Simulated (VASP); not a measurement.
# SiNi (Pmmn) in VASP: a series of runs

SiNi is run at these levels: LDA; tasks: single point.

Program: VASP 6.6.1. These are calculated values, not measurements. Logs are shortened: lines on timing, memory, paths and dates and some standing lists are left out, and cuts for length are marked.

### Step 1. The cell of the first run

It takes space group Pmmn (No. 59, orthorhombic). Conventional cell: a = 2.943 Å, b = 3.280 Å, c = 4.677 Å, α = 90.00°, β = 90.00°, γ = 90.00°. Si (site symmetry mm2) has 6 Ni at 2.33 to 2.36 Å and 6 Si at 2.66 to 2.94 Å within 3.1 Å. Within 3.1 Å of Ni (site symmetry mm2) lie 6 Si at 2.33 to 2.36 Å and 6 Ni at 2.66 to 2.94 Å.

### Step 2. Single point, LDA

INCAR reads:

```
ALGO = Normal
EDIFF = 1E-6
ENCUT = 520
GGA = CA
ISIF = 2
ISMEAR = -1
LASPH = T
LCHARG = F
LREAL = F
LWAVE = F
NBANDS = 22
NELM = 60
PREC = Accurate
SIGMA = 0.05
```

KPOINTS reads:

```
k-points
0
Gamma
  8 7 5
```

POSCAR reads:

```
SiNi
1.0
    2.9427706600      0.0000000000      0.0000000000
    0.0000000000      3.2803255400      0.0000000000
    0.0000000000      0.0000000000      4.6774467600
Si Ni
2 2
Direct
    0.0000000000      0.0000000000      0.1600676691
    0.4999998879      0.5000000701      0.8399323823
    0.0000000000      0.0000000000      0.6587929608
    0.4999998879      0.5000000701      0.3412070905
```

Potentials or basis: VASP PAW LDA potentials, release 64 (Si, Ni).

On the command line:

```bash
$ cat potpaw_LDA.64/Si/POTCAR potpaw_LDA.64/Ni/POTCAR > POTCAR
$ mpirun -np 1 vasp_std > vasp.out
```

OUTCAR:

```text
EDIFF = 1E-6
   ENCUT = 520
   GGA = CA
   ISIF = 2
   ISMEAR = -1
   LASPH = T
   LREAL = F
   NELM = 60
   PREC = Accurate

 ion  position               nearest neighbor table
   1  0.000  0.000  0.160-   3 2.33   3 2.34   4 2.36   4 2.36   4 2.36   4 2.36   2 2.66   2 2.66
                             2 2.66   2 2.66
   2  0.500  0.500  0.840-   4 2.33   4 2.34   3 2.36   3 2.36   3 2.36   3 2.36   1 2.66   1 2.66
                             1 2.66   1 2.66
   3  0.000  0.000  0.659-   1 2.33   1 2.34   2 2.36   2 2.36   2 2.36   2 2.36   4 2.66   4 2.66
                             4 2.66   4 2.66
   4  0.500  0.500  0.341-   2 2.33   2 2.34   1 2.36   1 2.36   1 2.36   1 2.36   3 2.66   3 2.66
                             3 2.66   3 2.66

  LATTYP: Found a simple orthorhombic cell.
 ALAT       =     2.9427706600
 B/A-ratio  =     1.1147064855
 C/A-ratio  =     1.5894703667

  Lattice vectors:

 A1 = (   2.9427706600,   0.0000000000,   0.0000000000)
 A2 = (   0.0000000000,   3.2803255400,   0.0000000000)
 A3 = (   0.0000000000,   0.0000000000,   4.6774467600)

Analysis of symmetry for initial positions (statically):
=====================================================================
 Subroutine PRICEL returns:
 Original cell was already a primitive cell.

 Routine SETGRP: Setting up the symmetry group for a
 simple orthorhombic supercell.

 Subroutine GETGRP returns: Found  8 space group operations
 (whereof  4 operations were pure point group operations)
 out of a pool of  8 trial point group operations.

The static configuration has the point symmetry C_2v.
 The point group associated with its full space group is D_2h.

Analysis of symmetry for dynamics (positions and initial velocities):
=====================================================================
 Subroutine PRICEL returns:
 Original cell was already a primitive cell.

 Routine SETGRP: Setting up the symmetry group for a
 simple orthorhombic supercell.

 Subroutine GETGRP returns: Found  8 space group operations
 (whereof  4 operations were pure point group operations)
 out of a pool of  8 trial point group operations.

The dynamic configuration has the point symmetry C_2v.
 The point group associated with its full space group is D_2h.

 Subroutine INISYM returns: Found  8 space group operations
 (whereof  4 operations are pure point group operations),
 and found     1 'primitive' translations

[... 98 lines left out ...]
   EDIFF  = 0.1E-05   stopping-criterion for ELM
   LREAL  =      F    real-space projection
   EDIFFG = 0.1E-04   stopping-criterion for IOM
   NSW    =      0    number of steps for IOM
   IBRION =     -1    ionic relax: 0-MD 1-quasi-New 2-CG
   NFREE  =      0    steps in history (QN), initial steepest desc. (CG)
   ISIF   =      2    stress and relaxation
   ISYM   =      2    0-nonsym 1-usesym 2-fastsym
   POTIM  = 0.5000    time-step for ionic-motion
   TEBEG  =    0.0;   TEEND  =   0.0 temperature during run
   PSTRESS=    0.0 pullay stress
   NELECT =      28.0000    total number of electrons
   NUPDOWN=      -1.0000    fix difference up-down
   EMIN   =  10.00;   EMAX   =-10.00  energy-range for DOS
   EFERMI =   0.00;   METHOD = LEGACY
   ISMEAR =    -1;   SIGMA  =   0.05  broadening in eV -4-tet -1-fermi 0-gaus
   EFERMI_NEDOS =   21; number of points for ismear=-14 and -15
   IALGO  =     38    algorithm
   IMIX   =      4    mixing-type and parameters
     AMIX     =   0.40;   BMIX     =  1.00
     AMIX_MAG =   1.60;   BMIX_MAG =  1.00
  volume/ion in A,a.u.               =      11.29        76.18
  Fermi-wavevector in a.u.,A,eV,Ry     =   1.396047  2.638147 26.517045  1.948948
  Thomas-Fermi vector in A             =   2.519440
   LORBIT       =      0    0 simple, 1 ext, 2 COOP (PROOUT), +10 PAW based schemes
   GGA     = CA    functional components
   LHFCALC =     F    Hartree Fock is set to
   AEXX    =    0.0000 exact exchange contribution
   IVDW    =     0    specifies the selected vdW correction
   LEPSILON=     F    determine dielectric tensor
   LRPA    =     F    only Hartree local field effects (RPA)
 non-spin polarized calculation
  energy-cutoff  :      520.00
  volume of cell :       45.15
 maximum number of plane-waves:      1230
 NGX is ok and might be reduce to    24
   NGX = 11   NGY = 13   NGZ = 17

 number of electron      28.0000012 magnetization

 Free energy of the ion-electron system (eV)
  ---------------------------------------------------
  ext. energy  EPLUGINS =         0.00000000
  ---------------------------------------------------
  free energy    TOTEN  =       -27.32266327 eV

  energy without entropy =      -27.31509507  energy(sigma->0) =      -27.31887917

 E-fermi :  11.6258     XC(G=0): -12.8073

 val. band max:       11.5247080464   @ k =   0.1250   0.0000   0.0000
 cond. band min:      11.6529474543   @ k =   0.3750   0.2857   0.4000
 fundamental gap:      0.1282394079
 Fermi energy:        11.6258064204

 k-point     1 :       0.0000    0.0000    0.0000
  band No.  band energies     occupation
      1      -2.4397      2.00000
      2       3.2717      2.00000
      3       4.9509      2.00000
      4       7.2809      2.00000
      5       7.7946      2.00000
      6       8.5727      2.00000
[... 589 lines left out ...]
     21      19.3472      0.00000
     22      20.5053      0.00000

 [... further k-points ...]

------------------------ aborting loop because EDIFF is reached ----------------------------------------

  FORCE on cell =-STRESS in cart. coord.  units (eV):
  Direction    XX          YY          ZZ          XY          YZ          ZX
  --------------------------------------------------------------------------------------
  -------------------------------------------------------------------------------------
  Total       -1.1591776     -1.0189114     -1.3801560      0.0000000      0.0000000      0.0000000
  in kB      -41.1318589    -36.1547009    -48.9729799      0.0000000      0.0000000      0.0000000
  external PRESSURE =     -42.0865133 kB  Pullay stress =       0.0000000 kB

 VOLUME and BASIS-vectors are now :
 -----------------------------------------------------------------------------
  energy-cutoff  :      520.00
  volume of cell :       45.15
      direct lattice vectors                 reciprocal lattice vectors
     2.942770660  0.000000000  0.000000000     0.339815812  0.000000000  0.000000000
     0.000000000  3.280325540  0.000000000     0.000000000  0.304847793  0.000000000
     0.000000000  0.000000000  4.677446760     0.000000000  0.000000000  0.213791851

 POSITION                                       TOTAL-FORCE (eV/Angst)
 -----------------------------------------------------------------------------------
      0.00000      0.00000      0.74871         0.000000      0.000000     -0.004181
      1.47139      1.64016      3.92874         0.000000      0.000000      0.004181
      0.00000      0.00000      3.08147         0.000000      0.000000     -0.018532
      1.47139      1.64016      1.59598         0.000000      0.000000      0.018532
 -----------------------------------------------------------------------------------
    total drift:                                0.000016     -0.000005      0.000010

  FREE ENERGIE OF THE ION-ELECTRON SYSTEM (eV)
  ---------------------------------------------------
  free  energy   TOTEN  =       -27.3226632715 eV

  energy  without entropy=      -27.3150950690  energy(sigma->0) =      -27.31887917
```

Wall time 22 s (1 thread of Intel Xeon Platinum 8488C (Sapphire Rapids), shared host); peak memory 0.17 GiB.

Results:

```yaml
Free_energy: -27.3227 eV
Pressure: -4.2 GPa
Largest_force: 0.019 eV/Å
Band_gap_on_the_k_mesh: zero (bands 14 and 15 overlap by 1.50 eV)
```

Forces on the atoms (eV/Å):
```
Si   0.000  0.000 -0.004
Si   0.000  0.000  0.004
Ni   0.000  0.000 -0.019
Ni   0.000  0.000  0.019
```

Caveat: the cell stands under tension.

### Step 3. Single point, LDA

INCAR reads:

```
SYSTEM = SiNi
PREC = Accurate ; ENCUT = 520
EDIFF = 1E-7 ; ISMEAR = -1
SIGMA = 0.05 ; LREAL = .False.
LASPH = .True. ; NELM = 60
ALGO = Normal ; ISIF = 2
LWAVE = .False. ; LCHARG = .False.
NBANDS = 22
```

KPOINTS reads:

```
Automatic mesh
0
Gamma
  8 7 5
  0 0 0
```

POSCAR reads:

```
SiNi
1.0
    2.9427706600      0.0000000000      0.0000000000
    0.0000000000      3.2803255400      0.0000000000
    0.0000000000      0.0000000000      4.6774467600
Si Ni
2 2
Direct
    0.0000000000      0.0000000000      0.1600676691
    1.5000000034      0.5000000701      0.8399323823
    1.0000001155      0.0000000000      0.6587929608
    0.4999998879      0.5000000701      0.3412070905
```

Potentials or basis: VASP PAW LDA potentials, release 64 (Si, Ni).

On the command line:

```bash
$ cat potpaw_LDA.64/Si/POTCAR potpaw_LDA.64/Ni/POTCAR > POTCAR
$ mpirun -np 1 vasp_std > vasp.out
```

Run time: 25 s. Hardware: 1 thread of Intel Xeon Platinum 8488C (Sapphire Rapids), shared host; peak memory 0.17 GiB.

The run converged. Its results:

| Item | Value |
| --- | --- |
| Free energy | -27.3227 eV |
| Pressure | -4.3 GPa |
| Largest force | 0.018 eV/Å |
| Band gap on the k mesh | zero (bands 14 and 15 overlap by 1.50 eV) |

Forces in eV/Å, atoms in the order of the input:
```
Si   0.000  0.000 -0.004
Si   0.000  0.000  0.004
Ni   0.000  0.000 -0.018
Ni   0.000  0.000  0.018
```

Stress tensor (GPa, compression positive):
```
-4.18  0.00  0.00
 0.00 -3.68  0.00
 0.00  0.00 -4.97
```

Levels at points of the mesh, in eV from the Fermi level:
```
           k point  band 11  band 12  band 13  band 14  band 15  band 16  band 17  band 18
(0.00, 0.00, 0.00)    -2.39    -2.14    -2.09    -1.35     1.27     2.77     5.09     5.65
(0.50, 0.00, 0.00)    -2.60    -2.60    -1.64    -1.64     1.72     1.72     3.52     3.52
```

Caveat: the cell stands under tension. Spin polarisation is off, so any magnetic state and its effect on volume and gap are missing.

The gap in the log of VASP goes by the Fermi energy; the results here count the filled bands.